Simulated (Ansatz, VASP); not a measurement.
**Two plane-wave programs on SiC**

```xyz
4
Lattice="3.0157 0.0000 0.0000 -1.5078 2.6116 0.0000 0.0000 0.0000 5.1519" Properties=species:S:1:pos:R:3 pbc="T T T"
Si    0.0000    1.7411    0.0340
Si    1.5078    0.8705    2.6100
C     0.0000    1.7411    1.9495
C     1.5078    0.8705    4.5254
```

Alike in both runs: functional LDA; k mesh 12 × 12 × 6; occupations gaussian, width 0.05 eV; no spin polarisation.

Ansatz relaxed the structure, and its values are those at the end. VASP's run is a single point on that final structure, the one shown.

|  | VASP | Ansatz |
| --- | --- | --- |
| version | VASP 6.6.1 | Ansatz 0.2.0 |
| potentials or method | VASP PAW LDA potentials, release 64 (Si, C), cutoff 520 eV | scalar-relativistic, plane waves, PAW |
| valence electrons in the cell | 16 | 16 |

Ansatz gave:

```
gap on the k mesh at the Fermi level (eV) : 1.82
least direct gap on the mesh (eV)         : 4.23
pressure (GPa)                            : 0.3
rms of the force components (eV/Å)        : 0.005
```

Problem. Estimate VASP's values.

Solution. gap on the k mesh at the Fermi level (eV): 1.80; least direct gap on the mesh (eV): 4.22; pressure (GPa): 0.7; rms of the force components (eV/Å): 0.004.

Ansatz warns that its potentials were made for another functional, while VASP's fit it. LDA's correlation is that of Perdew and Zunger in VASP and of Perdew and Wang (1992) in Ansatz. Ansatz's warnings: stress scf threshold loose.
